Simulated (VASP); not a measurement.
Wanted: the native input for a VASP 6.6.1 run.

| Quantity | Value |
| --- | --- |
| Task | single point |
| Functional | PBE |
| Dispersion | D3(BJ) |
| Potentials or basis | VASP PAW PBE potentials, release 64 (Pb_d) |
| Cutoff | 520 eV |
| k mesh | 15 × 15 × 8 |
| Occupations | gaussian, width 0.1 eV |
| Spin | no spin polarisation |
| Dipole correction | no |
| Further INCAR settings | ALGO = Fast; EDIFF = 1e-06; NBANDS = 21 |

The structure of Pb lies in POSCAR:

```
Pb
1.0
    3.4800000000      0.0000000000      0.0000000000
   -1.7400000000      3.0137684052      0.0000000000
    0.0000000000      0.0000000000      5.5900000000
Pb
2
Direct
    0.3333333333      0.6666666667      0.2500000000
    0.6666666667      0.3333333333      0.7500000000
```

This isn't the form of Pb at room conditions, which is fcc.

The input as run:

INCAR

```
SYSTEM = Pb
PREC = Accurate
ENCUT = 520
EDIFF = 1E-6
ISMEAR = 0
SIGMA = 0.1
LREAL = .False.
LASPH = .True.
NELM = 80
ALGO = Fast
ISIF = 2
LWAVE = .False.
LCHARG = .False.
GGA = PE
IVDW = 12
NBANDS = 21
```

KPOINTS

```
regular mesh
0
Gamma
  15 15 8
  0 0 0
```

Potentials or basis: VASP PAW PBE potentials, release 64 (Pb_d).

Launch:

```bash
$ cat potpaw_PBE.64/Pb_d/POTCAR > POTCAR
$ mpirun -np 1 vasp_std > vasp.out
```

It gave:

| Item | Value |
| --- | --- |
| Pressure | 1.7 GPa |
| Band gap on the k mesh | zero (bands 14 and 15 overlap by 7.77 eV) |
| Dispersion energy per atom | -0.424 eV |

Caveat: spin-orbit coupling is left out, which moves the levels of the heavy elements.

It took 4.6 min on 1 thread of Intel Xeon 8259CL (shared host), peak memory 0.28 GiB.
